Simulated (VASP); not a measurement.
# CsH in VASP: notebook

Runs on CsH. Level: LDA. Tasks: single point.

All numbers are computed with VASP 6.6.1; they aren't measurements. Logs are shortened: lines on timing, memory, paths and dates and some standing lists are left out, and cuts for length are marked.

## 1. The cell of the first run

Symmetry: Fm-3m, No. 225, cubic system. The conventional cell has a = 6.376 Å, b = 6.376 Å, c = 6.376 Å, α = 90.00°, β = 90.00°, γ = 90.00°. Cs (site symmetry m-3m) has 6 H at 3.19 Å within 4.2 Å. H (site symmetry m-3m) has 6 Cs at 3.19 Å within 4.2 Å.

## 2. Single point, LDA

The input, INCAR:

```
SYSTEM = CsH
  PREC = Accurate
  ENCUT = 500
  EDIFF = 1E-6
  ISMEAR = 0
  SIGMA = 0.01
  LREAL = .FALSE.
  LASPH = .TRUE.
  NELM = 120
  ALGO = Normal
  ISIF = 2
  LWAVE = .FALSE.
  LCHARG = .FALSE.
  GGA = CA
  NBANDS = 12
  GGA_COMPAT = .FALSE.
```

The input, KPOINTS:

```
regular mesh
0
G
  4 4 4
  0 0 0
```

The input, POSCAR:

```
CsH
1.0
    0.0000000000      3.1880000000      3.1880000000
    3.1880000000      0.0000000000      3.1880000000
    3.1880000000      3.1880000000      0.0000000000
Cs H
1 1
Direct
    0.0000000000      0.0000000000      0.0000000000
    0.5000000000      0.5000000000      0.5000000000
```

Potentials or basis: VASP PAW LDA potentials, release 64 (Cs_sv, H).

Run with:

```bash
> cat potpaw_LDA.64/Cs_sv/POTCAR potpaw_LDA.64/H/POTCAR > POTCAR
> mpirun -np 1 vasp_std > vasp.out
```

OUTCAR:

```text
SYSTEM = CsH
   PREC = Accurate
   ENCUT = 500
   EDIFF = 1E-6
   ISMEAR = 0
   LREAL = .FALSE.
   LASPH = .TRUE.
   NELM = 120
   ISIF = 2
   GGA = CA

 ion  position               nearest neighbor table
   1  0.000  0.000  0.000-
   2  0.500  0.500  0.500-

  LATTYP: Found a face centered cubic cell.
 ALAT       =     6.3760000000

  Lattice vectors:

 A1 = (   0.0000000000,   3.1880000000,   3.1880000000)
 A2 = (   3.1880000000,   0.0000000000,   3.1880000000)
 A3 = (   3.1880000000,   3.1880000000,   0.0000000000)

Analysis of symmetry for initial positions (statically):
=====================================================================
 Subroutine PRICEL returns:
 Original cell was already a primitive cell.

 Routine SETGRP: Setting up the symmetry group for a
 face centered cubic supercell.

 Subroutine GETGRP returns: Found 48 space group operations
 (whereof 48 operations were pure point group operations)
 out of a pool of 48 trial point group operations.

The static configuration has the point symmetry O_h .

Analysis of symmetry for dynamics (positions and initial velocities):
=====================================================================
 Subroutine PRICEL returns:
 Original cell was already a primitive cell.

 Routine SETGRP: Setting up the symmetry group for a
 face centered cubic supercell.

 Subroutine GETGRP returns: Found 48 space group operations
 (whereof 48 operations were pure point group operations)
 out of a pool of 48 trial point group operations.

The dynamic configuration has the point symmetry O_h .

 Subroutine INISYM returns: Found 48 space group operations
 (whereof 48 operations are pure point group operations),
 and found     1 'primitive' translations

----------------------------------------------------------------------------------------

                                     Primitive cell

  volume of cell :      64.8015

  direct lattice vectors                    reciprocal lattice vectors
     0.000000000  3.188000000  3.188000000    -0.156838143  0.156838143  0.156838143
     3.188000000  0.000000000  3.188000000     0.156838143 -0.156838143  0.156838143
     3.188000000  3.188000000  0.000000000     0.156838143  0.156838143 -0.156838143

  length of vectors
     4.508512837  4.508512837  4.508512837     0.271651632  0.271651632  0.271651632

  position of ions in fractional coordinates (direct lattice)
     0.000000000  0.000000000  0.000000000
     0.500000000  0.500000000  0.500000000

  ion indices of the primitive-cell ions
   primitive index   ion index
                 1           1
                 2           2

----------------------------------------------------------------------------------------

 KPOINTS: regular mesh

Automatic generation of k-mesh.
 Grid dimensions read from file:
 generate k-points for:    4    4    4

 Generating k-lattice:

  Cartesian coordinates                     Fractional coordinates (reciprocal lattice)
    -0.039209536  0.039209536  0.039209536     0.250000000  0.000000000  0.000000000
     0.039209536 -0.039209536  0.039209536     0.000000000  0.250000000  0.000000000
     0.039209536  0.039209536 -0.039209536     0.000000000  0.000000000  0.250000000

  Length of vectors
     0.067912908  0.067912908  0.067912908

  Shift w.r.t. Gamma in fractional coordinates (k-lattice)
     0.000000000  0.000000000  0.000000000

 Subroutine IBZKPT returns following result:
 ===========================================

 Found      8 irreducible k-points:

 Following reciprocal coordinates:
            Coordinates               Weight
  0.000000  0.000000  0.000000      1.000000
  0.250000  0.000000  0.000000      8.000000
  0.500000  0.000000  0.000000      4.000000
  0.250000  0.250000  0.000000      6.000000
  0.500000  0.250000  0.000000     24.000000
 -0.250000  0.250000  0.000000     12.000000
  0.500000  0.500000  0.000000      3.000000
 -0.250000  0.500000  0.250000      6.000000
   k-points           NKPTS =      8   k-points in BZ     NKDIM =      8   number of bands    NBANDS=     12
   number of dos      NEDOS =    301   number of ions     NIONS =      2
   total plane-waves  NPLWV =  46656
   dimension x,y,z NGX =    36 NGY =   36 NGZ =   36
   dimension x,y,z NGXF=    72 NGYF=   72 NGZF=   72
   ions per type =               1   1
   NGX,Y,Z   is equivalent  to a cutoff of  13.27, 13.27, 13.27 a.u.
   NGXF,Y,Z  is equivalent  to a cutoff of  26.55, 26.55, 26.55 a.u.
 SYSTEM =  CsH
   PREC   = accura    normal or accurate (medium, high low for compatibility)
   ISTART =      0    job   : 0-new  1-cont  2-samecut
   ICHARG =      2    charge: 1-file 2-atom 10-const
   ISPIN  =      1    spin polarized calculation?
   LNONCOLLINEAR =      F non collinear calculations
   LSORBIT =      F    spin-orbit coupling
   LASPH  =      T    aspherical Exc in radial PAW
   ENCUT  =  500.0 eV  36.75 Ry    6.06 a.u.   8.22  8.22  8.22*2*pi/ulx,y,z
   NELM   =    120;   NELMIN=  2; NELMDL= -5     # of ELM steps
   EDIFF  = 0.1E-05   stopping-criterion for ELM
   LREAL  =      F    real-space projection
   EDIFFG = 0.1E-04   stopping-criterion for IOM
   NSW    =      0    number of steps for IOM
   IBRION =     -1    ionic relax: 0-MD 1-quasi-New 2-CG
   NFREE  =      0    steps in history (QN), initial steepest desc. (CG)
   ISIF   =      2    stress and relaxation
   ISYM   =      2    0-nonsym 1-usesym 2-fastsym
   POTIM  = 0.5000    time-step for ionic-motion
   TEBEG  =    0.0;   TEEND  =   0.0 temperature during run
   PSTRESS=    0.0 pullay stress
   NELECT =      10.0000    total number of electrons
   NUPDOWN=      -1.0000    fix difference up-down
   EMIN   =  10.00;   EMAX   =-10.00  energy-range for DOS
   EFERMI =   0.00;   METHOD = LEGACY
   ISMEAR =     0;   SIGMA  =   0.01  broadening in eV -4-tet -1-fermi 0-gaus
   EFERMI_NEDOS =   21; number of points for ismear=-14 and -15
   IALGO  =     38    algorithm
   IMIX   =      4    mixing-type and parameters
     AMIX     =   0.40;   BMIX     =  1.00
     AMIX_MAG =   1.60;   BMIX_MAG =  1.00
  volume/ion in A,a.u.               =      32.40       218.65
  Fermi-wavevector in a.u.,A,eV,Ry     =   0.878105  1.659378 10.491026  0.771069
  Thomas-Fermi vector in A             =   1.998146
   LORBIT       =      0    0 simple, 1 ext, 2 COOP (PROOUT), +10 PAW based schemes
   GGA     = CA    functional components
   LHFCALC =     F    Hartree Fock is set to
   AEXX    =    0.0000 exact exchange contribution
   IVDW    =     0    specifies the selected vdW correction
   LEPSILON=     F    determine dielectric tensor
   LRPA    =     F    only Hartree local field effects (RPA)
 non-spin polarized calculation
 Gauss-broadening in eV      SIGMA  =   0.01
  energy-cutoff  :      500.00
  volume of cell :       64.80
 maximum number of plane-waves:      1676
 NGX is ok and might be reduce to    36
   NGX = 17   NGY = 17   NGZ = 17

 number of electron      10.0000000 magnetization

 number of electron       9.9999999 magnetization

 Free energy of the ion-electron system (eV)
  ---------------------------------------------------
  ext. energy  EPLUGINS =         0.00000000
  ---------------------------------------------------
  free energy    TOTEN  =        -4.88981901 eV

  energy without entropy =       -4.88981901  energy(sigma->0) =       -4.88981901

 E-fermi :   0.1627     XC(G=0):  -7.5292

 val. band max:        0.0372025735   @ k =   0.5000   0.0000   0.0000
 cond. band min:       1.9693363273   @ k =   0.5000   0.0000   0.0000
 fundamental gap:      1.9321337538
 Fermi energy:         0.1626814590

 k-point     1 :       0.0000    0.0000    0.0000
  band No.  band energies     occupation
      1     -21.4165      2.00000
      2      -7.8640      2.00000
      3      -7.8640      2.00000
      4      -7.8640      2.00000
      5      -1.8352      2.00000
      6       5.0140      0.00000
      7       5.0140      0.00000
      8       5.0140      0.00000
      9       5.6978      0.00000
     10       6.8260      0.00000
     11       6.8260      0.00000
     12       8.5452      0.00000

 k-point     2 :       0.2500    0.0000    0.0000
  band No.  band energies     occupation
      1     -21.3768      2.00000
      2      -8.3358      2.00000
      3      -7.9133      2.00000
      4      -7.9133      2.00000
      5      -0.9756      2.00000
      6       3.3904      0.00000
      7       5.0620      0.00000
      8       5.0620      0.00000
      9       5.6871      0.00000
     10       6.5830      0.00000
     11       6.5830      0.00000
     12      10.7270      0.00000

 k-point     3 :       0.5000    0.0000    0.0000
  band No.  band energies     occupation
      1     -21.3365      2.00000
      2      -8.7367      2.00000
      3      -7.9611      2.00000
      4      -7.9611      2.00000
      5       0.0372      2.00000
      6       1.9693      0.00000
      7       4.5800      0.00000
      8       4.5800      0.00000
      9       7.0229      0.00000
     10       8.2276      0.00000
     11       8.2276      0.00000
     12       9.5216      0.00000

 k-point     4 :       0.2500    0.2500    0.0000
  band No.  band energies     occupation
      1     -21.3639      2.00000
      2      -8.3018      2.00000
      3      -8.0087      2.00000
      4      -8.0087      2.00000
      5      -1.0338      2.00000
      6       3.6573      0.00000
      7       4.0900      0.00000
      8       5.8762      0.00000
      9       5.8762      0.00000
     10       6.9041      0.00000
     11       7.4319      0.00000
     12      10.8113      0.00000

 k-point     5 :       0.5000    0.2500    0.0000
  band No.  band energies     occupation
      1     -21.3238      2.00000
      2      -8.5657      2.00000
      3      -8.1883      2.00000
      4      -8.0560      2.00000
      5      -0.6202      2.00000
      6       3.0465      0.00000
      7       4.2418      0.00000
      8       5.6267      0.00000
      9       6.5977      0.00000
     10       8.3984      0.00000
     11       8.6535      0.00000
     12       9.2175      0.00000

 k-point     6 :      -0.2500    0.2500    0.0000
  band No.  band energies     occupation
      1     -21.3369      2.00000
      2      -8.5031      2.00000
      3      -8.2052      2.00000
      4      -7.9626      2.00000
      5      -0.4232      2.00000
      6       3.0046      0.00000
      7       3.9061      0.00000
      8       5.2548      0.00000
      9       6.4664      0.00000
     10       7.5657      0.00000
     11       8.6402      0.00000
     12       9.7439      0.00000

 k-point     7 :       0.5000    0.5000    0.0000
  band No.  band energies     occupation
      1     -21.3111      2.00000
      2      -8.6104      2.00000
      3      -8.1470      2.00000
      4      -8.1470      2.00000
      5      -1.1860      2.00000
      6       2.8872      0.00000
      7       5.3430      0.00000
      8       7.8905      0.00000
      9       8.1120      0.00000
     10       8.1120      0.00000
     11       8.3018      0.00000
     12       8.7776      0.00000

 k-point     8 :      -0.2500    0.5000    0.2500
  band No.  band energies     occupation
      1     -21.3106      2.00000
      2      -8.3889      2.00000
      3      -8.3889      2.00000
      4      -8.1929      2.00000
      5      -0.7282      2.00000
      6       3.9305      0.00000
      7       3.9305      0.00000
      8       5.0115      0.00000
      9       8.2667      0.00000
     10       8.7705      0.00000
     11       8.7705      0.00000
     12       8.7919      0.00000

------------------------ aborting loop because EDIFF is reached ----------------------------------------

  FORCE on cell =-STRESS in cart. coord.  units (eV):
  Direction    XX          YY          ZZ          XY          YZ          ZX
  --------------------------------------------------------------------------------------
  -------------------------------------------------------------------------------------
  Total       -0.4985693     -0.4985693     -0.4985693      0.0000000     -0.0000000      0.0000000
  in kB      -12.3268231    -12.3268231    -12.3268231      0.0000000     -0.0000000      0.0000000
  external PRESSURE =     -12.3268231 kB  Pullay stress =       0.0000000 kB

 VOLUME and BASIS-vectors are now :
 -----------------------------------------------------------------------------
  energy-cutoff  :      500.00
  volume of cell :       64.80
      direct lattice vectors                 reciprocal lattice vectors
     0.000000000  3.188000000  3.188000000    -0.156838143  0.156838143  0.156838143
     3.188000000  0.000000000  3.188000000     0.156838143 -0.156838143  0.156838143
     3.188000000  3.188000000  0.000000000     0.156838143  0.156838143 -0.156838143

 POSITION                                       TOTAL-FORCE (eV/Angst)
 -----------------------------------------------------------------------------------
      0.00000      0.00000      0.00000        -0.000000      0.000000     -0.000000
      3.18800      3.18800      3.18800         0.000000     -0.000000      0.000000
 -----------------------------------------------------------------------------------
    total drift:                               -0.000000      0.000000      0.000000

  FREE ENERGIE OF THE ION-ELECTRON SYSTEM (eV)
  ---------------------------------------------------
  free  energy   TOTEN  =        -4.8898190128 eV

  energy  without entropy=       -4.8898190128  energy(sigma->0) =       -4.88981901
```

Wall time 12 s (1 thread of Intel Xeon 8259CL, shared host); peak memory 0.17 GiB.

What came out:

```yaml
Free_energy: -4.8898 eV
Pressure: -1.2 GPa
Band_gap_on_the_k_mesh: 1.93 eV
```

Levels at points of the mesh, in eV from the valence-band top:
```
           k point  band 1  band 2  band 3  band 4  band 5  band 6  band 7  band 8  band 9  band 10
(0.00, 0.00, 0.00)  -21.45   -7.90   -7.90   -7.90   -1.87    4.98    4.98    4.98    5.66     6.79
(0.50, 0.00, 0.00)  -21.37   -8.77   -8.00   -8.00    0.00    1.93    4.54    4.54    6.99     8.19
(0.50, 0.50, 0.00)  -21.35   -8.65   -8.18   -8.18   -1.22    2.85    5.31    7.85    8.07     8.07
```

Caveat: the k points lie up to 0.43 Å⁻¹ apart; spin-orbit coupling is left out, which moves the levels of the heavy elements. A k mesh can miss the band edges.

## 3. Single point, LDA

The input, INCAR:

```
SYSTEM = CsH
ALGO = Normal
EDIFF = 1E-6
ENCUT = 500
GGA_COMPAT = .False.
ISIF = 2
ISMEAR = 0
LASPH = .True.
LCHARG = .False.
LREAL = .False.
LWAVE = .False.
NBANDS = 12
NELM = 120
PREC = Accurate
SIGMA = 0.01
```

The input, KPOINTS:

```
k-points
0
Gamma
  4 4 4
  0 0 0
```

Edit POSCAR of step 2 so:

```diff
@@ -8,3 +8,3 @@
 Direct
-    0.0000000000      0.0000000000      0.0000000000
+    0.0000000000      0.0050000000      0.0000000000
     0.5000000000      0.5000000000      0.5000000000
```

Potentials or basis: VASP PAW LDA potentials, release 64 (Cs_sv, H).

Run with:

```bash
> cat potpaw_LDA.64/Cs_sv/POTCAR potpaw_LDA.64/H/POTCAR > POTCAR
> mpirun -np 1 vasp_std > vasp.out
```

Run time: 19 s. Hardware: 1 thread of Intel Xeon 8259CL, shared host; peak memory 0.17 GiB.

The run converged. Its results:

| Property | Result |
| --- | --- |
| Free energy | -4.8897 eV |
| Pressure | -1.2 GPa |
| Largest force | 0.010 eV/Å |
| Band gap on the k mesh | 1.93 eV |

Forces in eV/Å, atoms in the order of the input:
```
Cs  -0.007  0.000 -0.007
H    0.007  0.000  0.007
```

Levels at points of the mesh, in eV from the valence-band top:
| k point | band 2 | band 3 | band 4 | band 5 | band 6 | band 7 | band 8 | band 9 |
| --- | --- | --- | --- | --- | --- | --- | --- | --- |
| (0.00, 0.00, 0.00) | -7.90 | -7.90 | -7.90 | -1.87 | 4.98 | 4.98 | 4.98 | 5.66 |
| (0.50, 0.00, 0.00) | -8.77 | -8.00 | -8.00 | 0.00 | 1.93 | 4.54 | 4.54 | 6.99 |
| (0.00, 0.50, 0.00) | -8.77 | -8.00 | -8.00 | 0.00 | 1.93 | 4.54 | 4.54 | 6.99 |
| (0.50, 0.50, 0.00) | -8.65 | -8.18 | -8.18 | -1.22 | 2.85 | 5.31 | 7.84 | 8.07 |
| (0.50, 0.00, 0.50) | -8.65 | -8.18 | -8.18 | -1.22 | 2.85 | 5.31 | 7.83 | 8.07 |

Caveat: the k points lie up to 0.43 Å⁻¹ apart; spin-orbit coupling is left out, which moves the levels of the heavy elements. A k mesh can miss the band edges.
